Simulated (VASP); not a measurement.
Here is a VASP 6.6.1 calculation.

File INCAR:

```
SYSTEM = Si
ALGO = Normal ; EDIFF = 1E-7
ENCUT = 520 ; GGA = CA
ISIF = 2 ; ISMEAR = 0
LASPH = .TRUE. ; LCHARG = .TRUE.
LELF = .TRUE. ; LREAL = Auto
LVHAR = .TRUE. ; LWAVE = .FALSE.
NBANDS = 48 ; NELM = 100
PREC = Accurate ; SIGMA = 0.05
```

Contents of KPOINTS:

```
k-points
0
G
  2 2 2
  0 0 0
```

File POSCAR:

```
Si
1.0
    0.0000000000      5.4300000000      5.4300000000
    5.4300000000      0.0000000000      5.4300000000
    5.4300000000      5.4300000000      0.0000000000
Si
17
Direct
    0.0017545872     -0.0007029993     -0.0006879617
    0.1238297732      0.1229156532      0.1229157287
   -0.0028595580     -0.0031761898      0.5029484085
    0.1238577195      0.1230834285      0.6299871017
   -0.0028613103      0.5029474047     -0.0031784413
    0.1238597492      0.6299710579      0.1230904993
   -0.0029119449      0.5030708896      0.5030768844
    0.1261107002      0.6246393385      0.6246383488
    0.5040752840     -0.0034157789     -0.0034163269
    0.6325861050      0.1224220948      0.1224277377
    0.5040595612     -0.0033254144      0.5026019407
    0.6250281675      0.1261281060      0.6243874001
    0.5040591724      0.5025956530     -0.0033222878
    0.6250272075      0.6243876137      0.1261260250
    0.5000265676      0.5000066222      0.5000045596
    0.6249988101      0.6244586462      0.6244612100
    0.2517217787      0.2493178242      1.2493316833
```

Potentials or basis: VASP PAW LDA potentials, release 64 (Si).

Launch:

```console
$ cat potpaw_LDA.64/Si/POTCAR > POTCAR
$ mpirun -np 1 vasp_std > vasp.out
```

Predict the pressure.

1.7 GPa.

Predict the largest force.

0.034 eV/Å.

Predict the band gap on the k mesh.

zero (bands 34 and 35 overlap by 0.24 eV).

Forces on the atoms (eV/Å):
```
Si  -0.004  0.004  0.003
Si  -0.011 -0.008 -0.008
Si  -0.004  0.004  0.023
Si   0.012  0.014 -0.012
Si  -0.004  0.023  0.004
Si   0.012 -0.012  0.014
Si  -0.026  0.004  0.004
Si  -0.019  0.020  0.020
Si   0.015 -0.004 -0.004
Si   0.004 -0.004 -0.004
Si   0.003 -0.014 -0.004
Si   0.019 -0.019  0.013
Si   0.003 -0.004 -0.014
Si   0.019  0.013 -0.019
Si  -0.001  0.001  0.001
Si  -0.013 -0.020 -0.020
Si  -0.004  0.002  0.002
```

Caveat: the k points lie up to 0.50 Å⁻¹ apart.
